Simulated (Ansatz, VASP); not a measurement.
One calculation of TaN, two programs

The input POSCAR:

```
TaN
1.0
    0.0000000000      2.1790000000      2.1790000000
    2.1790000000      0.0000000000      2.1790000000
    2.1790000000      2.1790000000      0.0000000000
Ta N
1 1
Direct
    0.5000000000      0.5000000000      0.5000000000
    0.0114731528      0.0114731528     -0.0114731528
```

INCAR.step1

```
ALGO = Normal
EDIFF = 1E-5
ENCUT = 770
GGA = PE
GGA_COMPAT = F
ISMEAR = 0
LASPH = T
LCHARG = F
LREAL = F
LWAVE = T
NBANDS = 16
NELM = 120
PREC = Accurate
SIGMA = 0.15
```

Contents of INCAR.step2:

```
ALGO = Normal
EDIFF = 1E-6
ENCUT = 770
GGA_COMPAT = F
ISIF = 2
ISMEAR = 0
ISTART = 1
LASPH = T
LCHARG = F
LMIXTAU = T
LREAL = F
LWAVE = F
METAGGA = R2SCAN
NBANDS = 16
NELM = 120
PREC = Accurate
SIGMA = 0.15
```

KPOINTS

```
k-points
0
Gamma
  18 18 18
```

Input for Ansatz:

```yaml
crystal:
  lattice:
    - [0.0, 2.179, 2.179]
    - [2.179, 0.0, 2.179]
    - [2.179, 2.179, 0.0]
  atoms:
    - { symbol: Ta, position: [0.5, 0.5, 0.5] }
    - { symbol: "N", position: [0.0114731528, 0.0114731528, -0.0114731528] }
basis:
  ecutwfc: 500
kpoints:
  mp_grid: { grid: [18, 18, 18] }
hamiltonian:
  xc: r2scan
scf:
  occupations: { method: gaussian, width: 0.15 }
output:
  forces: true
  stress: true
  eigenvalues: true
```

Change from the starting cell: all N atoms moved -0.050 Å, as atom 2 towards its neighbour atom 1 (Ta) at 2.179 Å.

Alike in both runs: task single point; functional r2SCAN; k mesh 18 × 18 × 18; occupations gaussian, width 0.15 eV; no spin polarisation.

```csv
,VASP,Ansatz
version,VASP 6.6.1,Ansatz 0.2.0
potentials or method,"VASP PAW PBE potentials, release 64 (Ta_sv_GW, N), cutoff 770 eV","scalar-relativistic, plane waves, PAW"
valence electrons in the cell,18,18
```

|  | VASP | Ansatz | Ansatz less VASP |
| --- | --- | --- | --- |
| gap on the k mesh at the Fermi level (eV) | none | none | - |
| pressure (GPa) | 10.3 | 10.2 | -0.08 |
| traceless stress, the component that is largest in VASP (GPa) | 0.91 | 0.89 | -0.019 |
| rms of the force components (eV/Å) | 0.261 | 0.258 | -0.0030 |

VASP's potentials were made for PBE, not for r2SCAN. Atom by atom the forces differ by 0.003 eV/Å (rms over components). A gap of «none» marks a metal or a gap that the smearing closes.

Spin-orbit coupling is off throughout.
